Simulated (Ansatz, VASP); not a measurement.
# One calculation of SnO, two programs

Contents of INCAR:

```
SYSTEM = SnO
PREC = Accurate
ENCUT = 520
EDIFF = 1E-6
ISMEAR = 0
SIGMA = 0.05
LREAL = .False.
LASPH = .True.
NELM = 100
ALGO = Normal
ISIF = 2
LWAVE = .False.
LCHARG = .True.
GGA = PE
IVDW = 12
LELF = .True.
LVHAR = .True.
NBANDS = 28
```

Contents of KPOINTS:

```
Automatic mesh
0
Gamma
  10 6 8
  0 0 0
```

The input POSCAR:

```
SnO
1.0
    3.3900418654      0.0000000000      0.0000000000
    0.0000000000      5.4539071048      0.0000000000
    0.0000000000      0.0000000000      3.7291416052
Sn O
2 2
Direct
    0.0000000000      0.2345104856      0.5269946555
    0.5000000000      0.7654895144      0.0269946555
    0.0000000000      0.8836051479      0.7230063445
    0.5000000000      0.1163948521      0.2230063445
```

Input for Ansatz:

```yaml
crystal:
  lattice:
    - [3.3900418654, 0.0, 0.0]
    - [0.0, 5.4539071048, 0.0]
    - [0.0, 0.0, 3.7291416052]
  atoms:
    - { symbol: Sn, position: [0.0, 0.2345104856, 0.5269946555] }
    - { symbol: Sn, position: [0.5, 0.7654895144, 0.0269946555] }
    - { symbol: O, position: [0.0, 0.8836051479, 0.7230063445] }
    - { symbol: O, position: [0.5, 0.1163948521, 0.2230063445] }
basis:
  ecutwfc: 520.0
kpoints:
  mp_grid: { grid: [10, 6, 8] }
hamiltonian:
  xc: pbe
  dispersion: d3bj
scf:
  occupations: { method: gaussian, width: 0.05 }
output:
  forces: true
  stress: true
  eigenvalues: true
```

Change from the starting cell: volume 17.237 Å^3 an atom, stretch along a over the lengths across it, relative to the relaxed cell 1.0625.

Alike in both runs: task single point; functional PBE; dispersion D3(BJ); k mesh 10 × 6 × 8; occupations gaussian, width 0.05 eV; no spin polarisation.

```csv
,VASP,Ansatz
version,VASP 6.6.1,Ansatz 0.2.0
potentials or method,"VASP PAW PBE potentials, release 64 (Sn_d, O), cutoff 520 eV","scalar-relativistic, plane waves, PAW"
valence electrons in the cell,40,40
```

VASP gave:

| Property | Result |
| --- | --- |
| gap on the k mesh at the Fermi level (eV) | 1.19 |
| least direct gap on the mesh (eV) | 2.12 |
| pressure (GPa) | 8.2 |
| traceless stress, the component that is largest in VASP (GPa) | 4.81 |
| rms of the force components (eV/Å) | 0.699 |

Which values does Ansatz return?

gap on the k mesh at the Fermi level (eV): 1.20; least direct gap on the mesh (eV): 2.14; pressure (GPa): 7.9; traceless stress, the component that is largest in VASP (GPa): 4.70; rms of the force components (eV/Å): 0.658.

Atom by atom the forces differ by 0.044 eV/Å (rms over components).
